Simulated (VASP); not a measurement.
# HfN (P6_3/mmc) in VASP: further runs, part 3 of 4

VASP 6.6.1.

## (5) Single point, PBE (biaxial strain in the a-b plane: +6.0 %)

The input, INCAR:

```
PREC = Accurate ; ENCUT = 520
EDIFF = 1E-7 ; ISMEAR = 0
SIGMA = 0.1 ; LREAL = F
LASPH = T ; NELM = 100
ALGO = Normal ; ISIF = 2
LWAVE = F ; LCHARG = F
GGA = PE ; NBANDS = 23
```

The input, KPOINTS:

```
Automatic mesh
0
Gamma
  18 18 10
```

The input, POSCAR:

```
HfN
1.0
    3.3487939142      0.0000000000      0.0000000000
   -1.6743969571      2.9001406017      0.0000000000
    0.0000000000      0.0000000000      5.2550948447
Hf N
2 2
Direct
    0.6666666667      0.3333333333      0.7500000000
    0.3333333333      0.6666666667      0.2500000000
    0.0000000000      0.0000000000      0.0000000000
    0.0000000000      0.0000000000      0.5000000000
```

Potentials or basis: VASP PAW PBE potentials, release 64 (Hf_pv, N).

Run with:

```sh
> cat potpaw_PBE.64/Hf_pv/POTCAR potpaw_PBE.64/N/POTCAR > POTCAR
> mpirun -np 1 vasp_std > vasp.out
```

OUTCAR:

```text
PREC = Accurate
   ENCUT = 520
   EDIFF = 1E-7
   ISMEAR = 0
   LREAL = F
   LASPH = T
   NELM = 100
   ISIF = 2
   GGA = PE

 ion  position               nearest neighbor table
   1  0.667  0.333  0.750-   3 2.34   4 2.34   3 2.34   4 2.34   3 2.34   4 2.34   2 3.26   2 3.26
                             2 3.26   2 3.26   2 3.26   2 3.26
   2  0.333  0.667  0.250-   3 2.34   4 2.34   3 2.34   4 2.34   3 2.34   4 2.34   1 3.26   1 3.26
                             1 3.26   1 3.26   1 3.26   1 3.26
   3  0.000  0.000  0.000-   1 2.34   2 2.34   2 2.34   1 2.34   1 2.34   2 2.34
   4  0.000  0.000  0.500-   1 2.34   2 2.34   2 2.34   1 2.34   1 2.34   2 2.34

  LATTYP: Found a hexagonal cell.
 ALAT       =     3.3487939142
 C/A-ratio  =     1.5692499985

  Lattice vectors:

 A1 = (   3.3487939142,   0.0000000000,   0.0000000000)
 A2 = (  -1.6743969571,   2.9001406017,   0.0000000000)
 A3 = (   0.0000000000,   0.0000000000,   5.2550948447)

Analysis of symmetry for initial positions (statically):
=====================================================================
 Subroutine PRICEL returns:
 Original cell was already a primitive cell.

 Routine SETGRP: Setting up the symmetry group for a
 hexagonal supercell.

 Subroutine GETGRP returns: Found 24 space group operations
 (whereof 12 operations were pure point group operations)
 out of a pool of 24 trial point group operations.

The static configuration has the point symmetry D_3d.
 The point group associated with its full space group is D_6h.

Analysis of symmetry for dynamics (positions and initial velocities):
=====================================================================
 Subroutine PRICEL returns:
 Original cell was already a primitive cell.

 Routine SETGRP: Setting up the symmetry group for a
 hexagonal supercell.

 Subroutine GETGRP returns: Found 24 space group operations
 (whereof 12 operations were pure point group operations)
 out of a pool of 24 trial point group operations.

The dynamic configuration has the point symmetry D_3d.
 The point group associated with its full space group is D_6h.

 Subroutine INISYM returns: Found 24 space group operations
 (whereof 12 operations are pure point group operations),
 and found     1 'primitive' translations

----------------------------------------------------------------------------------------

                                     Primitive cell

  volume of cell :      51.0373

  direct lattice vectors                    reciprocal lattice vectors
     3.348793914  0.000000000  0.000000000     0.298614972  0.172405434  0.000000000
    -1.674396957  2.900140602  0.000000000     0.000000000  0.344810869  0.000000000
     0.000000000  0.000000000  5.255094845     0.000000000  0.000000000  0.190291523

  length of vectors
     3.348793914  3.348793914  5.255094845     0.344810869  0.344810869  0.190291523

  position of ions in fractional coordinates (direct lattice)
     0.666666667  0.333333333  0.750000000
     0.333333333  0.666666667  0.250000000
     0.000000000  0.000000000  0.000000000
     0.000000000  0.000000000  0.500000000

  ion indices of the primitive-cell ions
   primitive index   ion index
                 1           1
                 2           2
[... 26 lines left out ...]

 Found    222 irreducible k-points:

 Following reciprocal coordinates:
            Coordinates               Weight
  0.000000  0.000000  0.000000      1.000000
  0.055556 -0.000000  0.000000      6.000000
  0.111111 -0.000000  0.000000      6.000000
  0.166667 -0.000000  0.000000      6.000000
  0.222222  0.000000  0.000000      6.000000
  0.277778 -0.000000  0.000000      6.000000
[... 16 lines left out ...]
  0.333333  0.111111  0.000000     12.000000
  0.388889  0.111111  0.000000     12.000000
 [... further k-points ...]
   k-points           NKPTS =    222   k-points in BZ     NKDIM =    222   number of bands    NBANDS=     23
   number of dos      NEDOS =    301   number of ions     NIONS =      4
   total plane-waves  NPLWV =  31360
   dimension x,y,z NGX =    28 NGY =   28 NGZ =   40
   dimension x,y,z NGXF=    56 NGYF=   56 NGZF=   80
   ions per type =               2   2
   NGX,Y,Z   is equivalent  to a cutoff of  13.90, 13.90, 12.65 a.u.
   NGXF,Y,Z  is equivalent  to a cutoff of  27.80, 27.80, 25.31 a.u.
 SYSTEM =  unknown system
   PREC   = accura    normal or accurate (medium, high low for compatibility)
   ISTART =      0    job   : 0-new  1-cont  2-samecut
   ICHARG =      2    charge: 1-file 2-atom 10-const
   ISPIN  =      1    spin polarized calculation?
   LNONCOLLINEAR =      F non collinear calculations
   LSORBIT =      F    spin-orbit coupling
   LASPH  =      T    aspherical Exc in radial PAW
   ENCUT  =  520.0 eV  38.22 Ry    6.18 a.u.   6.23  6.23  9.77*2*pi/ulx,y,z
   NELM   =    100;   NELMIN=  2; NELMDL= -5     # of ELM steps
   EDIFF  = 0.1E-06   stopping-criterion for ELM
   LREAL  =      F    real-space projection
   EDIFFG = 0.1E-05   stopping-criterion for IOM
   NSW    =      0    number of steps for IOM
   IBRION =     -1    ionic relax: 0-MD 1-quasi-New 2-CG
   NFREE  =      0    steps in history (QN), initial steepest desc. (CG)
   ISIF   =      2    stress and relaxation
   ISYM   =      2    0-nonsym 1-usesym 2-fastsym
   POTIM  = 0.5000    time-step for ionic-motion
   TEBEG  =    0.0;   TEEND  =   0.0 temperature during run
   PSTRESS=    0.0 pullay stress
   NELECT =      30.0000    total number of electrons
   NUPDOWN=      -1.0000    fix difference up-down
   EMIN   =  10.00;   EMAX   =-10.00  energy-range for DOS
   EFERMI =   0.00;   METHOD = LEGACY
   ISMEAR =     0;   SIGMA  =   0.10  broadening in eV -4-tet -1-fermi 0-gaus
   EFERMI_NEDOS =   21; number of points for ismear=-14 and -15
   IALGO  =     38    algorithm
   IMIX   =      4    mixing-type and parameters
     AMIX     =   0.40;   BMIX     =  1.00
     AMIX_MAG =   1.60;   BMIX_MAG =  1.00
  volume/ion in A,a.u.               =      12.76        86.10
  Fermi-wavevector in a.u.,A,eV,Ry     =   1.371363  2.591501 25.587630  1.880638
  Thomas-Fermi vector in A             =   2.497067
   LORBIT       =      0    0 simple, 1 ext, 2 COOP (PROOUT), +10 PAW based schemes
   GGA     = PE    functional components
   LHFCALC =     F    Hartree Fock is set to
   AEXX    =    0.0000 exact exchange contribution
   IVDW    =     0    specifies the selected vdW correction
   LEPSILON=     F    determine dielectric tensor
   LRPA    =     F    only Hartree local field effects (RPA)
 non-spin polarized calculation
 Gauss-broadening in eV      SIGMA  =   0.10
  energy-cutoff  :      520.00
  volume of cell :       51.04
 maximum number of plane-waves:      1400
 NGX is ok and might be reduce to    28
   NGX = 13   NGY = 13   NGZ = 19

 number of electron      29.9999996 magnetization

 Free energy of the ion-electron system (eV)
  ---------------------------------------------------
  ext. energy  EPLUGINS =         0.00000000
  ---------------------------------------------------
  free energy    TOTEN  =       -42.75034415 eV

  energy without entropy =      -42.74775037  energy(sigma->0) =      -42.74904726

 E-fermi :   7.0769     XC(G=0): -12.2181

 val. band max:        7.0625672652   @ k =   0.3333   0.2222   0.5000
 cond. band min:       7.0774004197   @ k =   0.0556  -0.0000   0.2000
 fundamental gap:      0.0148331546
 Fermi energy:         7.0768667141

 k-point     1 :       0.0000    0.0000    0.0000
  band No.  band energies     occupation
      1     -24.8518      2.00000
      2     -24.1898      2.00000
      3     -24.1898      2.00000
      4     -24.1615      2.00000
      5     -24.1099      2.00000
      6     -24.1099      2.00000
[... 613 lines left out ...]
     22      12.1978      0.00000
     23      13.0978      0.00000

 [... further k-points ...]

------------------------ aborting loop because EDIFF is reached ----------------------------------------

  FORCE on cell =-STRESS in cart. coord.  units (eV):
  Direction    XX          YY          ZZ          XY          YZ          ZX
  --------------------------------------------------------------------------------------
  -------------------------------------------------------------------------------------
  Total      -10.0000576    -10.0000576      2.0844376     -0.0000000      0.0000000      0.0000000
  in kB     -313.9243846   -313.9243846     65.4352034     -0.0000000      0.0000000      0.0000000
  external PRESSURE =    -187.4711886 kB  Pullay stress =       0.0000000 kB

 VOLUME and BASIS-vectors are now :
 -----------------------------------------------------------------------------
  energy-cutoff  :      520.00
  volume of cell :       51.04
      direct lattice vectors                 reciprocal lattice vectors
     3.348793914  0.000000000  0.000000000     0.298614972  0.172405434  0.000000000
    -1.674396957  2.900140602  0.000000000     0.000000000  0.344810869  0.000000000
     0.000000000  0.000000000  5.255094845     0.000000000  0.000000000  0.190291523

 POSITION                                       TOTAL-FORCE (eV/Angst)
 -----------------------------------------------------------------------------------
      1.67440      0.96671      3.94132        -0.000000      0.000000      0.000000
     -0.00000      1.93343      1.31377         0.000000      0.000000      0.000000
      0.00000      0.00000      0.00000         0.000000      0.000000      0.000000
      0.00000      0.00000      2.62755         0.000000      0.000000      0.000000
 -----------------------------------------------------------------------------------
    total drift:                               -0.000000      0.000000     -0.000000

  FREE ENERGIE OF THE ION-ELECTRON SYSTEM (eV)
  ---------------------------------------------------
  free  energy   TOTEN  =       -42.7503441515 eV

  energy  without entropy=      -42.7477503680  energy(sigma->0) =      -42.74904726
```

OSZICAR:

```text
N       E                     dE             d eps       ncg     rms          rms(c)
DAV:   1     0.110153411885E+03    0.11015E+03   -0.16429E+04 10244   0.129E+03
DAV:   2    -0.427313579783E+02   -0.15288E+03   -0.14446E+03 13354   0.308E+02
DAV:   3    -0.492311314487E+02   -0.64998E+01   -0.64373E+01 13366   0.500E+01
DAV:   4    -0.492957113569E+02   -0.64580E-01   -0.64516E-01 11955   0.544E+00
DAV:   5    -0.492966396553E+02   -0.92830E-03   -0.92810E-03 14113   0.523E-01    0.607E+01
DAV:   6    -0.430369738139E+02    0.62597E+01   -0.31777E+01 12630   0.271E+01    0.486E+01
DAV:   7    -0.428050396799E+02    0.23193E+00   -0.24205E+00 12222   0.896E+00    0.283E+01
DAV:   8    -0.427718466873E+02    0.33193E-01   -0.29375E-01 12668   0.372E+00    0.708E+00
DAV:   9    -0.427517718904E+02    0.20075E-01   -0.99694E-02 12407   0.171E+00    0.326E+00
DAV:  10    -0.427503724332E+02    0.13995E-02   -0.87123E-03 13310   0.581E-01    0.106E-01
DAV:  11    -0.427503451173E+02    0.27316E-04   -0.47192E-04 12801   0.151E-01    0.100E-01
DAV:  12    -0.427503440317E+02    0.10856E-05   -0.27476E-05 13022   0.351E-02    0.934E-02
DAV:  13    -0.427503440904E+02   -0.58743E-07   -0.53537E-06 12770   0.140E-02    0.937E-03
DAV:  14    -0.427503442221E+02   -0.13173E-06   -0.25939E-07 12102   0.355E-03    0.434E-03
DAV:  15    -0.427503441515E+02    0.70614E-07   -0.44823E-09  8396   0.478E-04
   1 F= -.42750344E+02 E0= -.42749047E+02  d E =-.259378E-02
```

It took 3.7 min on 1 thread of Intel Xeon Platinum 8488C (Sapphire Rapids), shared host; peak memory 0.35 GiB.

What came out:

```yaml
Free_energy: -42.7503 eV
Pressure: -18.7 GPa
Band_gap_on_the_k_mesh: zero (bands 15 and 16 overlap by 1.95 eV)
```

Levels at points of the mesh, in eV from the Fermi level:
```
           k point  band 13  band 14  band 15  band 16  band 17  band 18
(0.00, 0.00, 0.00)    -3.56    -0.85    -0.50     0.68     0.68     0.91
(0.50, 0.00, 0.00)    -3.50    -2.65    -1.46     2.23     2.45     3.47
(0.00, 0.00, 0.50)    -4.46    -4.46     1.56     1.56     2.39     2.39
(0.50, 0.00, 0.50)    -4.40    -4.40    -0.29    -0.29     3.54     3.54
```

Caveat: the cell differs from its parent crystal (biaxial strain in the a-b plane: +6.0 %); the cell stands under tension; spin-orbit coupling is left out, which moves the levels of the heavy elements.

(Part 3 of 4 ends here.)
